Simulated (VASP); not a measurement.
# Si (P6_3/mmc) in VASP: a series of runs

Si is run at these levels: RPBE; tasks: single point, relaxation of cell and atoms.

Program: VASP 6.6.1. These are calculated values, not measurements. Logs are shortened: lines on timing, memory, paths and dates and some standing lists are left out, and cuts for length are marked.

### Step 1. The cell of the first run

The structure is hexagonal, space group P6_3/mmc (No. 194). Conventional cell: a = 2.730 Å, b = 2.730 Å, c = 9.057 Å, α = 90.00°, β = 90.00°, γ = 120.00°. Within 3.6 Å of Si (site symmetry -3m) lie 12 Si at 2.73 to 2.76 Å. Si (site symmetry -6m2) has 12 Si at 2.73 to 2.76 Å within 3.6 Å.

This isn't the form of Si at room conditions, which is diamond.

### Step 2. Single point, RPBE

Input file INCAR:

```
SYSTEM = Si
PREC = Accurate
ENCUT = 520
EDIFF = 1E-7
ISMEAR = -1
SIGMA = 0.1
LREAL = .FALSE.
LASPH = .TRUE.
NELM = 80
ALGO = Normal
ISIF = 2
LWAVE = .FALSE.
LCHARG = .TRUE.
GGA = RP
LELF = .TRUE.
LVHAR = .TRUE.
NBANDS = 16
```

Input file KPOINTS:

```
Automatic mesh
0
G
  17 17 5
  0 0 0
```

Input file POSCAR:

```
Si
1.0
    2.7304541471      0.0000000000      0.0000000000
   -1.3652270736      2.3646426553      0.0000000000
    0.0000000000      0.0000000000      9.0571669466
Si
4
Direct
    0.0000000000      0.0000000000      0.0000000000
    0.0000000000      0.0000000000      0.5000000000
    0.3333333333      0.6666666667      0.2500000000
    0.6666666667      0.3333333333      0.7500000000
```

Potentials or basis: VASP PAW PBE potentials, release 64 (Si).

Started as:

```bash
$ cat potpaw_PBE.64/Si/POTCAR > POTCAR
$ mpirun -np 1 vasp_std > vasp.out
```

OUTCAR:

```text
SYSTEM = Si
   PREC = Accurate
   ENCUT = 520
   EDIFF = 1E-7
   ISMEAR = -1
   LREAL = .FALSE.
   LASPH = .TRUE.
   NELM = 80
   ISIF = 2
   GGA = RP

 ion  position               nearest neighbor table
   1  0.000  0.000  0.000-   3 2.76   4 2.76   4 2.76   3 2.76   4 2.76   3 2.76
   2  0.000  0.000  0.500-   3 2.76   4 2.76   4 2.76   3 2.76   4 2.76   3 2.76
   3  0.333  0.667  0.250-   1 2.76   2 2.76   1 2.76   2 2.76   1 2.76   2 2.76
   4  0.667  0.333  0.750-   1 2.76   2 2.76   1 2.76   2 2.76   1 2.76   2 2.76

  LATTYP: Found a hexagonal cell.
 ALAT       =     2.7304541471
 C/A-ratio  =     3.3170917579

  Lattice vectors:

 A1 = (   2.7304541471,   0.0000000000,   0.0000000000)
 A2 = (  -1.3652270736,   2.3646426553,   0.0000000000)
 A3 = (   0.0000000000,   0.0000000000,   9.0571669466)

Analysis of symmetry for initial positions (statically):
=====================================================================
 Subroutine PRICEL returns:
 Original cell was already a primitive cell.

 Routine SETGRP: Setting up the symmetry group for a
 hexagonal supercell.

 Subroutine GETGRP returns: Found 24 space group operations
 (whereof 12 operations were pure point group operations)
 out of a pool of 24 trial point group operations.

The static configuration has the point symmetry D_3d.
 The point group associated with its full space group is D_6h.

Analysis of symmetry for dynamics (positions and initial velocities):
=====================================================================
 Subroutine PRICEL returns:
 Original cell was already a primitive cell.

 Routine SETGRP: Setting up the symmetry group for a
 hexagonal supercell.

 Subroutine GETGRP returns: Found 24 space group operations
 (whereof 12 operations were pure point group operations)
 out of a pool of 24 trial point group operations.

The dynamic configuration has the point symmetry D_3d.
 The point group associated with its full space group is D_6h.

 Subroutine INISYM returns: Found 24 space group operations
 (whereof 12 operations are pure point group operations),
 and found     1 'primitive' translations

----------------------------------------------------------------------------------------

                                     Primitive cell

  volume of cell :      58.4780

  direct lattice vectors                    reciprocal lattice vectors
     2.730454147  0.000000000  0.000000000     0.366239441  0.211448440  0.000000000
    -1.365227074  2.364642655  0.000000000     0.000000000  0.422896879  0.000000000
     0.000000000  0.000000000  9.057166947     0.000000000  0.000000000  0.110409801

  length of vectors
     2.730454147  2.730454147  9.057166947     0.422896879  0.422896879  0.110409801

  position of ions in fractional coordinates (direct lattice)
     0.000000000  0.000000000  0.000000000
     0.000000000  0.000000000  0.500000000
     0.333333333  0.666666667  0.250000000
     0.666666667  0.333333333  0.750000000

  ion indices of the primitive-cell ions
   primitive index   ion index
                 1           1
                 2           2
                 3           3
                 4           4

----------------------------------------------------------------------------------------

 KPOINTS: Automatic mesh

Automatic generation of k-mesh.
 Grid dimensions read from file:
 generate k-points for:   17   17    5

 Generating k-lattice:

  Cartesian coordinates                     Fractional coordinates (reciprocal lattice)
     0.021543497  0.012438144  0.000000000     0.058823529  0.000000000  0.000000000
     0.000000000  0.024876287  0.000000000     0.000000000  0.058823529  0.000000000
     0.000000000  0.000000000  0.022081960     0.000000000  0.000000000  0.200000000

  Length of vectors
     0.024876287  0.024876287  0.022081960

  Shift w.r.t. Gamma in fractional coordinates (k-lattice)
     0.000000000  0.000000000  0.000000000

 Subroutine IBZKPT returns following result:
 ===========================================

 Found     99 irreducible k-points:

 Following reciprocal coordinates:
            Coordinates               Weight
  0.000000  0.000000  0.000000      1.000000
  0.058824  0.000000  0.000000      6.000000
  0.117647  0.000000  0.000000      6.000000
  0.176471  0.000000  0.000000      6.000000
  0.235294  0.000000  0.000000      6.000000
  0.294118  0.000000  0.000000      6.000000
[... 16 lines left out ...]
  0.411765  0.117647  0.000000     12.000000
  0.176471  0.176471  0.000000      6.000000
 [... further k-points ...]
   k-points           NKPTS =     99   k-points in BZ     NKDIM =     99   number of bands    NBANDS=     16
   number of dos      NEDOS =    301   number of ions     NIONS =      4
   total plane-waves  NPLWV =  28000
   dimension x,y,z NGX =    20 NGY =   20 NGZ =   70
   dimension x,y,z NGXF=    40 NGYF=   40 NGZF=  140
   ions per type =               4
   NGX,Y,Z   is equivalent  to a cutoff of  12.18, 12.18, 12.85 a.u.
   NGXF,Y,Z  is equivalent  to a cutoff of  24.35, 24.35, 25.70 a.u.
 SYSTEM =  Si
   PREC   = accura    normal or accurate (medium, high low for compatibility)
   ISTART =      0    job   : 0-new  1-cont  2-samecut
   ICHARG =      2    charge: 1-file 2-atom 10-const
   ISPIN  =      1    spin polarized calculation?
   LNONCOLLINEAR =      F non collinear calculations
   LSORBIT =      F    spin-orbit coupling
   LASPH  =      T    aspherical Exc in radial PAW
   ENCUT  =  520.0 eV  38.22 Ry    6.18 a.u.   5.08  5.08 16.84*2*pi/ulx,y,z
   NELM   =     80;   NELMIN=  2; NELMDL= -5     # of ELM steps
   EDIFF  = 0.1E-06   stopping-criterion for ELM
   LREAL  =      F    real-space projection
   EDIFFG = 0.1E-05   stopping-criterion for IOM
   NSW    =      0    number of steps for IOM
   IBRION =     -1    ionic relax: 0-MD 1-quasi-New 2-CG
   NFREE  =      0    steps in history (QN), initial steepest desc. (CG)
   ISIF   =      2    stress and relaxation
   ISYM   =      2    0-nonsym 1-usesym 2-fastsym
   POTIM  = 0.5000    time-step for ionic-motion
   TEBEG  =    0.0;   TEEND  =   0.0 temperature during run
   PSTRESS=    0.0 pullay stress
   NELECT =      16.0000    total number of electrons
   NUPDOWN=      -1.0000    fix difference up-down
   EMIN   =  10.00;   EMAX   =-10.00  energy-range for DOS
   EFERMI =   0.00;   METHOD = LEGACY
   ISMEAR =    -1;   SIGMA  =   0.10  broadening in eV -4-tet -1-fermi 0-gaus
   EFERMI_NEDOS =   21; number of points for ismear=-14 and -15
   IALGO  =     38    algorithm
   IMIX   =      4    mixing-type and parameters
     AMIX     =   0.40;   BMIX     =  1.00
     AMIX_MAG =   1.60;   BMIX_MAG =  1.00
  volume/ion in A,a.u.               =      14.62        98.66
  Fermi-wavevector in a.u.,A,eV,Ry     =   1.062798  2.008396 15.368308  1.129539
  Thomas-Fermi vector in A             =   2.198261
   LORBIT       =      0    0 simple, 1 ext, 2 COOP (PROOUT), +10 PAW based schemes
   GGA     = RP    functional components
   LHFCALC =     F    Hartree Fock is set to
   AEXX    =    0.0000 exact exchange contribution
   IVDW    =     0    specifies the selected vdW correction
   LEPSILON=     F    determine dielectric tensor
   LRPA    =     F    only Hartree local field effects (RPA)
 non-spin polarized calculation
  energy-cutoff  :      520.00
  volume of cell :       58.48
 maximum number of plane-waves:      1591
   NGX = 11   NGY = 11   NGZ = 33

 number of electron      16.0000000 magnetization

 Free energy of the ion-electron system (eV)
  ---------------------------------------------------
  ext. energy  EPLUGINS =         0.00000000
  ---------------------------------------------------
  free energy    TOTEN  =       -18.45478999 eV

  energy without entropy =      -18.40030574  energy(sigma->0) =      -18.42754786

 E-fermi :  10.1103     XC(G=0): -11.1427

 val. band max:       10.0949496343   @ k =   0.3529   0.1765   0.2000
 cond. band min:      10.1340476827   @ k =   0.4706   0.0000   0.0000
 fundamental gap:      0.0390980485
 Fermi energy:        10.1103227617

 k-point     1 :       0.0000    0.0000    0.0000
  band No.  band energies     occupation
      1      -4.2522      2.00000
      2      -2.4899      2.00000
      3      -2.4884      2.00000
      4       2.3249      2.00000
      5       3.1461      2.00000
      6      11.1093      0.00009
[... 8 lines left out ...]
     15      20.7062      0.00000
     16      20.9270      0.00000

 k-point     2 :       0.0588    0.0000    0.0000
  band No.  band energies     occupation
      1      -4.1623      2.00000
      2      -2.4007      2.00000
      3      -2.3991      2.00000
      4       2.4138      2.00000
      5       3.2308      2.00000
      6      11.1872      0.00004
[... 8 lines left out ...]
     15      20.6536      0.00000
     16      20.8208      0.00000

 k-point     3 :       0.1176    0.0000    0.0000
  band No.  band energies     occupation
      1      -3.8926      2.00000
      2      -2.1332      2.00000
      3      -2.1314      2.00000
      4       2.6802      2.00000
      5       3.4848      2.00000
      6      11.4146      0.00000
[... 8 lines left out ...]
     15      19.9329      0.00000
     16      20.2139      0.00000

 k-point     4 :       0.1765    0.0000    0.0000
  band No.  band energies     occupation
      1      -3.4439      2.00000
      2      -1.6882      2.00000
      3      -1.6861      2.00000
      4       3.1228      2.00000
      5       3.9070      2.00000
      6      11.7135      0.00000
[... 8 lines left out ...]
     15      18.5524      0.00000
     16      18.7284      0.00000

 k-point     5 :       0.2353    0.0000    0.0000
  band No.  band energies     occupation
      1      -2.8175      2.00000
      2      -1.0672      2.00000
      3      -1.0644      2.00000
      4       3.7394      2.00000
      5       4.4954      2.00000
      6      10.3813      0.12485
[... 8 lines left out ...]
     15      17.1214      0.00000
     16      17.4927      0.00000

 k-point     6 :       0.2941    0.0000    0.0000
  band No.  band energies     occupation
      1      -2.0153      2.00000
      2      -0.2724      2.00000
      3      -0.2682      2.00000
      4       4.5266      2.00000
      5       5.2434      2.00000
      6       8.3295      2.00000
[... 8 lines left out ...]
     15      15.9658      0.00000
     16      16.8279      0.00000
[... 267 lines left out ...]
 k-point    21 :       0.2941    0.1176    0.0000
  band No.  band energies     occupation
      1      -0.7745      2.00000
      2       0.9553      2.00000
      3       0.9635      2.00000
      4       5.7323      2.00000
      5       6.3605      2.00000
      6       6.6502      2.00000
[... 8 lines left out ...]
     15      14.8050      0.00000
     16      16.7606      0.00000

 k-point    22 :       0.3529    0.1176    0.0000
  band No.  band energies     occupation
      1       0.3678      2.00000
      2       2.0775      2.00000
      3       2.0984      2.00000
      4       4.8561      2.00000
      5       6.3693      2.00000
      6       6.5128      2.00000
[... 8 lines left out ...]
     15      15.3165      0.00000
     16      16.4617      0.00000

 k-point    23 :       0.4118    0.1176    0.0000
  band No.  band energies     occupation
      1       1.6624      2.00000
      2       3.0131      2.00000
      3       3.3928      2.00000
      4       3.5811      2.00000
      5       4.8586      2.00000
      6       4.9346      2.00000
[... 8 lines left out ...]
     15      16.1344      0.00000
     16      16.3349      0.00000

 k-point    24 :       0.1765    0.1765    0.0000
  band No.  band energies     occupation
      1      -1.8373      2.00000
      2      -0.0959      2.00000
      3      -0.0916      2.00000
      4       4.7009      2.00000
      5       5.4124      2.00000
      6       9.7700      1.93559
[... 8 lines left out ...]
     15      15.9300      0.00000
     16      16.5007      0.00000

 [... further k-points ...]

------------------------ aborting loop because EDIFF is reached ----------------------------------------

  FORCE on cell =-STRESS in cart. coord.  units (eV):
  Direction    XX          YY          ZZ          XY          YZ          ZX
  --------------------------------------------------------------------------------------
  -------------------------------------------------------------------------------------
  Total       -0.3908180     -0.3908180      0.2060228      0.0000000      0.0000000      0.0000000
  in kB      -10.7076047    -10.7076047      5.6445997      0.0000000      0.0000000      0.0000000
  external PRESSURE =      -5.2568699 kB  Pullay stress =       0.0000000 kB

 VOLUME and BASIS-vectors are now :
 -----------------------------------------------------------------------------
  energy-cutoff  :      520.00
  volume of cell :       58.48
      direct lattice vectors                 reciprocal lattice vectors
     2.730454147  0.000000000  0.000000000     0.366239441  0.211448440  0.000000000
    -1.365227074  2.364642655  0.000000000     0.000000000  0.422896879  0.000000000
     0.000000000  0.000000000  9.057166947     0.000000000  0.000000000  0.110409801

 POSITION                                       TOTAL-FORCE (eV/Angst)
 -----------------------------------------------------------------------------------
      0.00000      0.00000      0.00000         0.000000      0.000000     -0.000000
      0.00000      0.00000      4.52858         0.000000      0.000000     -0.000000
     -0.00000      1.57643      2.26429         0.000000      0.000000     -0.000000
      1.36523      0.78821      6.79288        -0.000000     -0.000000      0.000000
 -----------------------------------------------------------------------------------
    total drift:                               -0.000000      0.000000     -0.000000

  FREE ENERGIE OF THE ION-ELECTRON SYSTEM (eV)
  ---------------------------------------------------
  free  energy   TOTEN  =       -18.4547899870 eV

  energy  without entropy=      -18.4003057403  energy(sigma->0) =      -18.42754786
```

Run time: 70 s. Hardware: 1 thread of Intel Xeon Platinum 8375C at 2.90GHz (Ice Lake), shared host; peak memory 0.2 GiB.

Results:

- Free energy: -18.4548 eV
- Pressure: -0.5 GPa
- Band gap on the k mesh: zero (bands 8 and 9 overlap by 11.57 eV)

Caveat: the PAW data sets were made with another functional, which shifts forces and pressure a little.

### Step 3. Relaxation of cell and atoms, RPBE

This run uses another cell than the first one, of 15.02 Å³/atom.

Input file INCAR:

```
SYSTEM = Si
PREC = Accurate
ENCUT = 600
EDIFF = 1E-6
ISMEAR = -1
SIGMA = 0.1
LREAL = .FALSE.
LASPH = .TRUE.
NELM = 80
ALGO = Normal
ISIF = 3
LWAVE = .FALSE.
LCHARG = .FALSE.
GGA = RP
IBRION = 2
NSW = 80
EDIFFG = -0.01
```

Input file KPOINTS:

```
regular mesh
0
G
  13 13 4
  0 0 0
```

Input file POSCAR:

```
Si
1.0
    2.7691764586      0.0000000000      0.0000000000
   -1.3845882293      2.3981771607      0.0000000000
    0.0000000000      0.0000000000      9.0441303138
Si
4
Direct
    0.0000000000      0.0000000000      0.0000000000
    0.0000000000      0.0000000000      0.5000000000
    0.3333333333      0.6666666667      0.2500000000
    0.6666666667      0.3333333333      0.7500000000
```

Potentials or basis: VASP PAW PBE potentials, release 64 (Si).

Started as:

```bash
$ cat potpaw_PBE.64/Si/POTCAR > POTCAR
$ mpirun -np 1 vasp_std > vasp.out
```

Run time: 1.8 min. Hardware: 1 thread of Intel Xeon Platinum 8375C at 2.90GHz (Ice Lake), shared host; peak memory 0.21 GiB.

Results (log left out):

| Quantity | Value |
| --- | --- |
| Free energy | -18.4510 eV |
| Relaxed volume | 14.53 Å³/atom |
| Relaxed cell | a = 2.724 Å, b = 2.724 Å, c = 9.041 Å, α = 90.00°, β = 90.00°, γ = 120.00° |
| Space group after relaxing (to 0.1 Å) | P6_3/mmc (No. 194) |
| Energy gained by relaxing | 4.6 meV/atom |
| Ionic steps | 6 |
| Pressure after relaxing | 0.1 GPa |

Step by step:
| step | energy change (eV) | largest force (eV/Å) | pressure (GPa) | volume (Å³) |
| --- | --- | --- | --- | --- |
| 1 | 0.0000 | 0.0000 | -2.50 | 60.06 |
| 2 | -0.0170 | 0.0000 | 0.18 | 58.05 |
| 3 | -0.0170 | 0.0000 | 0.14 | 58.08 |
| 4 | -0.0181 | 0.0000 | 0.11 | 58.10 |
| 5 | -0.0185 | 0.0000 | 0.10 | 58.12 |
| 6 | -0.0185 | 0.0000 | 0.10 | 58.12 |

Final structure:
```
Si
1.0
     2.72443    0.00000    0.00000
    -1.36222    2.35943    0.00000
     0.00000    0.00000    9.04102
Si
4
Direct
  0.00000 0.00000 0.00000
  0.00000 0.00000 0.50000
  0.33333 0.66667 0.25000
  0.66667 0.33333 0.75000
```

Levels at points of the mesh, in eV from the Fermi level:
| k point | band 5 | band 6 | band 7 | band 8 | band 9 | band 10 | band 11 | band 12 |
| --- | --- | --- | --- | --- | --- | --- | --- | --- |
| (0.00, 0.00, 0.00) | -6.96 | 1.04 | 1.04 | 8.59 | 8.59 | 9.13 | 9.13 | 9.84 |
| (0.00, 0.00, 0.50) | -3.51 | -3.51 | 6.15 | 6.15 | 8.85 | 8.85 | 8.85 | 8.85 |

Caveat: the highest band is partly filled, so the run has too few bands; the PAW data sets were made with another functional, which shifts forces and pressure a little.

The gap in the log of VASP goes by the Fermi energy; the results here count the filled bands.